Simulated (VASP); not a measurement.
# SnO in VASP: single point with PBE+D3(BJ)

Aim: the single point of SnO with PBE+D3(BJ).

Program: VASP 6.6.1. These are calculated values, not measurements. Logs are shortened: lines on timing, memory, paths and dates and some standing lists are left out, and cuts for length are marked.

## Step 1: The cell of the first run

The cell holds a slab with vacuum, 8 atoms: a = 3.820 Å, b = 3.820 Å, c = 22.226 Å, α = 90.00°, β = 90.00°, γ = 90.00°.

## Step 2: Single point, PBE+D3(BJ) (layers slid over each other)

Contents of INCAR:

```
SYSTEM = SnO
  ALGO = Normal
  DIPOL = 0.5 0.5 0.395
  EDIFF = 1E-6
  ENCUT = 520
  GGA = PE
  IDIPOL = 3
  ISIF = 2
  ISMEAR = 0
  IVDW = 12
  LASPH = .TRUE.
  LCHARG = .FALSE.
  LDIPOL = .TRUE.
  LREAL = .FALSE.
  LWAVE = .FALSE.
  NBANDS = 50
  NELM = 80
  PREC = Accurate
  SIGMA = 0.05
```

Contents of KPOINTS:

```
k-points
0
G
  7 7 1
  0 0 0
```

Contents of POSCAR:

```
SnO
1.0
    3.8201526160      0.0002954389      0.0000000000
   -0.0003145156      3.8201526145      0.0000000000
    0.0000000000      0.0000000000     22.2260756252
Sn O
4 4
Direct
    0.9999453016      0.9999453016      0.2024648920
    0.4999453016      0.4999453016      0.3087831576
    0.4999453016      0.6249453016      0.4820031207
   -0.0000546984      0.1249453016      0.5883213864
    0.9999461184      0.4999461184      0.2556240248
    0.4999461184      0.9999461184      0.2556240248
    0.4999461184      0.1249461184      0.5351622535
   -0.0000538816      0.6249461184      0.5351622535
```

Potentials or basis: VASP PAW PBE potentials, release 64 (Sn_d, O).

Run with:

```console
cat potpaw_PBE.64/Sn_d/POTCAR potpaw_PBE.64/O/POTCAR > POTCAR
mpirun -np 1 vasp_std > vasp.out
```

OUTCAR:

```text
SYSTEM = SnO
   EDIFF = 1E-6
   ENCUT = 520
   GGA = PE
   ISIF = 2
   ISMEAR = 0
   IVDW = 12
   LASPH = .TRUE.
   LREAL = .FALSE.
   NELM = 80
   PREC = Accurate
 IVDW          = 12

 ion  position               nearest neighbor table
   1  1.000  1.000  0.202-   6 2.25   5 2.25   6 2.25   5 2.25   2 3.59   2 3.59   2 3.59   2 3.59

   2  0.500  0.500  0.309-   5 2.25   6 2.25   5 2.25   6 2.25   1 3.59   1 3.59   1 3.59   1 3.59

   3  0.500  0.625  0.482-   8 2.25   7 2.25   8 2.25   7 2.25   4 3.59   4 3.59   4 3.59   4 3.59

   4  1.000  0.125  0.588-   7 2.25   8 2.25   7 2.25   8 2.25   3 3.59   3 3.59   3 3.59   3 3.59

   5  1.000  0.500  0.256-   2 2.25   1 2.25   2 2.25   1 2.25
   6  0.500  1.000  0.256-   1 2.25   2 2.25   1 2.25   2 2.25
   7  0.500  0.125  0.535-   3 2.25   4 2.25   3 2.25   4 2.25
   8  1.000  0.625  0.535-   3 2.25   4 2.25   3 2.25   4 2.25

  LATTYP: Found a simple tetragonal cell.
 ALAT       =     3.8201526274
 C/A-ratio  =     5.8181119429

  Lattice vectors:

 A1 = (   3.8201526160,   0.0002954389,   0.0000000000)
 A2 = (  -0.0003145156,   3.8201526145,   0.0000000000)
 A3 = (   0.0000000000,   0.0000000000,  22.2260756252)

Analysis of symmetry for initial positions (statically):
=====================================================================
 Subroutine PRICEL returns:
 Original cell was already a primitive cell.

 Routine SETGRP: Setting up the symmetry group for a
 simple tetragonal supercell.

 Subroutine GETGRP returns: Found  4 space group operations
 (whereof  1 operations were pure point group operations)
 out of a pool of 16 trial point group operations.

The static configuration has the point symmetry C_1 .
 The point group associated with its full space group is C_2h.

Analysis of symmetry for dynamics (positions and initial velocities):
=====================================================================
 Subroutine PRICEL returns:
 Original cell was already a primitive cell.

 Routine SETGRP: Setting up the symmetry group for a
 simple tetragonal supercell.

 Subroutine GETGRP returns: Found  4 space group operations
 (whereof  1 operations were pure point group operations)
 out of a pool of 16 trial point group operations.

The dynamic configuration has the point symmetry C_1 .
 The point group associated with its full space group is C_2h.

 Subroutine INISYM returns: Found  4 space group operations
 (whereof  1 operations are pure point group operations),
 and found     1 'primitive' translations

----------------------------------------------------------------------------------------

                                     Primitive cell

  volume of cell :     324.3577

  direct lattice vectors                    reciprocal lattice vectors
     3.820152616  0.000295439  0.000000000     0.261769645  0.000021552  0.000000000
    -0.000314516  3.820152614  0.000000000    -0.000020244  0.261769645  0.000000000
     0.000000000  0.000000000 22.226075625     0.000000000  0.000000000  0.044992198

  length of vectors
     3.820152627  3.820152627 22.226075625     0.261769646  0.261769646  0.044992198

  position of ions in fractional coordinates (direct lattice)
     0.999945302  0.999945302  0.202464892
     0.499945302  0.499945302  0.308783158
     0.499945302  0.624945302  0.482003121
     0.999945302  0.124945302  0.588321386
     0.999946118  0.499946118  0.255624025
     0.499946118  0.999946118  0.255624025
     0.499946118  0.124946118  0.535162253
     0.999946118  0.624946118  0.535162253

  ion indices of the primitive-cell ions
   primitive index   ion index
                 1           1
                 2           2
                 3           3
                 4           4
                 5           5
                 6           6
                 7           7
                 8           8

----------------------------------------------------------------------------------------

 KPOINTS: k-points

Automatic generation of k-mesh.
 Grid dimensions read from file:
 generate k-points for:    7    7    1

 Generating k-lattice:

  Cartesian coordinates                     Fractional coordinates (reciprocal lattice)
     0.037395664  0.000003079  0.000000000     0.142857143 -0.000000000  0.000000000
    -0.000002892  0.037395664  0.000000000     0.000000000  0.142857143  0.000000000
     0.000000000  0.000000000  0.044992198     0.000000000  0.000000000  1.000000000

  Length of vectors
     0.037395664  0.037395664  0.044992198

  Shift w.r.t. Gamma in fractional coordinates (k-lattice)
     0.000000000  0.000000000  0.000000000

 Subroutine IBZKPT returns following result:
 ===========================================

 Found     16 irreducible k-points:

 Following reciprocal coordinates:
            Coordinates               Weight
  0.000000  0.000000  0.000000      1.000000
  0.142857  0.000000  0.000000      2.000000
 -0.000000  0.142857  0.000000      2.000000
  0.285714  0.000000  0.000000      2.000000
  0.000000  0.285714  0.000000      2.000000
  0.428571  0.000000  0.000000      2.000000
[... 8 lines left out ...]
 -0.285714  0.428571  0.000000      4.000000
  0.428571  0.428571  0.000000      4.000000
   k-points           NKPTS =     16   k-points in BZ     NKDIM =     16   number of bands    NBANDS=     50
   number of dos      NEDOS =    301   number of ions     NIONS =      8
   total plane-waves  NPLWV = 131712
   dimension x,y,z NGX =    28 NGY =   28 NGZ =  168
   dimension x,y,z NGXF=    56 NGYF=   56 NGZF=  336
   ions per type =               4   4
   NGX,Y,Z   is equivalent  to a cutoff of  12.19, 12.19, 12.57 a.u.
   NGXF,Y,Z  is equivalent  to a cutoff of  24.37, 24.37, 25.13 a.u.
 SYSTEM =  SnO
   PREC   = accura    normal or accurate (medium, high low for compatibility)
   ISTART =      0    job   : 0-new  1-cont  2-samecut
   ICHARG =      2    charge: 1-file 2-atom 10-const
   ISPIN  =      1    spin polarized calculation?
   LNONCOLLINEAR =      F non collinear calculations
   LSORBIT =      F    spin-orbit coupling
   LASPH  =      T    aspherical Exc in radial PAW
   ENCUT  =  520.0 eV  38.22 Ry    6.18 a.u.   7.10  7.10 41.33*2*pi/ulx,y,z
   NELM   =     80;   NELMIN=  2; NELMDL= -5     # of ELM steps
   EDIFF  = 0.1E-05   stopping-criterion for ELM
   LREAL  =      F    real-space projection
[... 7 lines left out ...]
   TEBEG  =    0.0;   TEEND  =   0.0 temperature during run
   PSTRESS=    0.0 pullay stress
   NELECT =      80.0000    total number of electrons
   NUPDOWN=      -1.0000    fix difference up-down
   EMIN   =  10.00;   EMAX   =-10.00  energy-range for DOS
   EFERMI =   0.00;   METHOD = LEGACY
   ISMEAR =     0;   SIGMA  =   0.05  broadening in eV -4-tet -1-fermi 0-gaus
   EFERMI_NEDOS =   21; number of points for ismear=-14 and -15
   IALGO  =     38    algorithm
   IMIX   =      4    mixing-type and parameters
     AMIX     =   0.40;   BMIX     =  1.00
     AMIX_MAG =   1.60;   BMIX_MAG =  1.00
  volume/ion in A,a.u.               =      40.54       273.61
  Fermi-wavevector in a.u.,A,eV,Ry     =   1.026668  1.940121 14.341187  1.054047
  Thomas-Fermi vector in A             =   2.160573
   LORBIT       =      0    0 simple, 1 ext, 2 COOP (PROOUT), +10 PAW based schemes
   GGA     = PE    functional components
   LHFCALC =     F    Hartree Fock is set to
   AEXX    =    0.0000 exact exchange contribution
   IVDW    =    12    specifies the selected vdW correction
   LEPSILON=     F    determine dielectric tensor
   LRPA    =     F    only Hartree local field effects (RPA)
 non-spin polarized calculation
 Gauss-broadening in eV      SIGMA  =   0.05
  energy-cutoff  :      520.00
  volume of cell :      324.36
 maximum number of plane-waves:      8769
   NGX = 15   NGY = 15   NGZ = 83

 dipolmoment           0.000000      0.000000      0.000057 electrons x Angstroem

 number of electron      79.9999969 magnetization

 dipolmoment           0.000000      0.000000     -0.000004 electrons x Angstroem

 Free energy of the ion-electron system (eV)
  ---------------------------------------------------
  ext. energy  EPLUGINS =         0.00000000
  ---------------------------------------------------
  free energy    TOTEN  =       -45.04500991 eV

  energy without entropy =      -45.04500991  energy(sigma->0) =      -45.04500991

 E-fermi :   0.1985     XC(G=0):  -5.2650

 val. band max:       -0.0419864490   @ k =   0.1429   0.1429   0.0000
 cond. band min:       2.0331438120   @ k =   0.4286   0.0000   0.0000
 fundamental gap:      2.0751302609
 Fermi energy:         0.1985113622

 k-point     1 :       0.0000    0.0000    0.0000
  band No.  band energies     occupation
      1     -21.0325      2.00000
      2     -21.0322      2.00000
      3     -20.6721      2.00000
      4     -20.6719      2.00000
      5     -20.6377      2.00000
      6     -20.6370      2.00000
[... 42 lines left out ...]
     49       5.2337      0.00000
     50       5.2822      0.00000

 k-point     2 :       0.1429    0.0000    0.0000
  band No.  band energies     occupation
      1     -21.0236      2.00000
      2     -21.0233      2.00000
      3     -20.6731      2.00000
      4     -20.6726      2.00000
      5     -20.6386      2.00000
      6     -20.6374      2.00000
[... 42 lines left out ...]
     49       5.4123      0.00000
     50       5.5166      0.00000

 k-point     3 :      -0.0000    0.1429    0.0000
  band No.  band energies     occupation
      1     -21.0236      2.00000
      2     -21.0233      2.00000
      3     -20.6732      2.00000
      4     -20.6726      2.00000
      5     -20.6391      2.00000
      6     -20.6371      2.00000
[... 42 lines left out ...]
     49       5.4589      0.00000
     50       5.4879      0.00000

 k-point     4 :       0.2857    0.0000    0.0000
  band No.  band energies     occupation
      1     -20.9990      2.00000
      2     -20.9985      2.00000
      3     -20.7709      2.00000
      4     -20.7694      2.00000
      5     -20.6422      2.00000
      6     -20.6411      2.00000
[... 575 lines left out ...]
 k-point    15 :      -0.2857    0.4286    0.0000
  band No.  band energies     occupation
      1     -20.9691      2.00000
      2     -20.9679      2.00000
      3     -20.9275      2.00000
      4     -20.9260      2.00000
      5     -20.6376      2.00000
      6     -20.6370      2.00000
[... 42 lines left out ...]
     49       5.7328      0.00000
     50       6.1402      0.00000

 k-point    16 :       0.4286    0.4286    0.0000
  band No.  band energies     occupation
      1     -20.9753      2.00000
      2     -20.9738      2.00000
      3     -20.9616      2.00000
      4     -20.9600      2.00000
      5     -20.6390      2.00000
      6     -20.6384      2.00000
[... 42 lines left out ...]
     49       5.8345      0.00000
     50       6.0918      0.00000

------------------------ aborting loop because EDIFF is reached ----------------------------------------

 vacuum level on the upper side and lower side of the slab       (xc-potential included)        -0.138        -0.135

 Edisp (eV)   -1.26753

 E8    (eV) :    -0.5601

  FORCE on cell =-STRESS in cart. coord.  units (eV):
  Direction    XX          YY          ZZ          XY          YZ          ZX
  --------------------------------------------------------------------------------------
  -------------------------------------------------------------------------------------
  Total       0.41021     0.44904     1.23192    -0.00001     0.45378    -0.00004
  in kB       2.02627     2.21806     6.08510    -0.00003     2.24148    -0.00018
  external pressure =        3.44 kB  Pullay stress =        0.00 kB

 VOLUME and BASIS-vectors are now :
 -----------------------------------------------------------------------------
  energy-cutoff  :      520.00
  volume of cell :      324.36
      direct lattice vectors                 reciprocal lattice vectors
     3.820152616  0.000295439  0.000000000     0.261769645  0.000021552  0.000000000
    -0.000314516  3.820152614  0.000000000    -0.000020244  0.261769645  0.000000000
     0.000000000  0.000000000 22.226075625     0.000000000  0.000000000  0.044992198

 POSITION                                       TOTAL-FORCE (eV/Angst)
 -----------------------------------------------------------------------------------
      3.81963      3.82024      4.50000         0.000001     -0.008525     -0.081656
      1.90971      1.91002      6.86304         0.000005     -0.058043     -0.146472
      1.90967      2.38753     10.71304        -0.000005      0.058043      0.146472
      3.81990      0.47761     13.07608        -0.000001      0.008525      0.081656
      3.81979      1.91017      5.68152        -0.000001      0.017113     -0.009468
      1.90956      3.82009      5.68152         0.000003     -0.042387     -0.010472
      1.90983      0.47746     11.89456        -0.000003      0.042387      0.010472
      3.81975      2.38768     11.89456         0.000001     -0.017113      0.009468
 -----------------------------------------------------------------------------------
    total drift:                               -0.013975     -0.013978     -0.000231

  FREE ENERGIE OF THE ION-ELECTRON SYSTEM (eV)
  ---------------------------------------------------
  free  energy   TOTEN  =       -46.3125373648 eV

  energy  without entropy=      -46.3125373648  energy(sigma->0) =      -46.31253736

 vacuum level on the upper side and lower side of the slab         4.833         4.838
```

Wall time 3.1 min (1 thread of Intel Xeon 6975P-C (Granite Rapids), shared host); peak memory 0.44 GiB.

Results:

| Quantity | Value |
| --- | --- |
| Free energy | -46.3125 eV |
| Largest force | 0.158 eV/Å |
| Band gap on the k mesh | 2.08 eV (least direct gap 2.29 eV) |
| Dispersion energy per atom | -0.158 eV |

Forces on the atoms (eV/Å):
```
Sn   0.000 -0.009 -0.082
Sn   0.000 -0.058 -0.146
Sn   0.000  0.058  0.146
Sn   0.000  0.009  0.082
O    0.000  0.017 -0.009
O    0.000 -0.042 -0.010
O    0.000  0.042  0.010
O    0.000 -0.017  0.009
```

Levels at points of the mesh, in eV from the valence-band top:
| k point | band 37 | band 38 | band 39 | band 40 | band 41 | band 42 | band 43 | band 44 |
| --- | --- | --- | --- | --- | --- | --- | --- | --- |
| (0.00, 0.00, 0.00) | -2.08 | -2.08 | -0.86 | -0.06 | 2.40 | 2.72 | 2.73 | 3.92 |

Caveat: the cell differs from its parent crystal (layers slid over each other); spin-orbit coupling is left out, which moves the levels of the heavy elements.
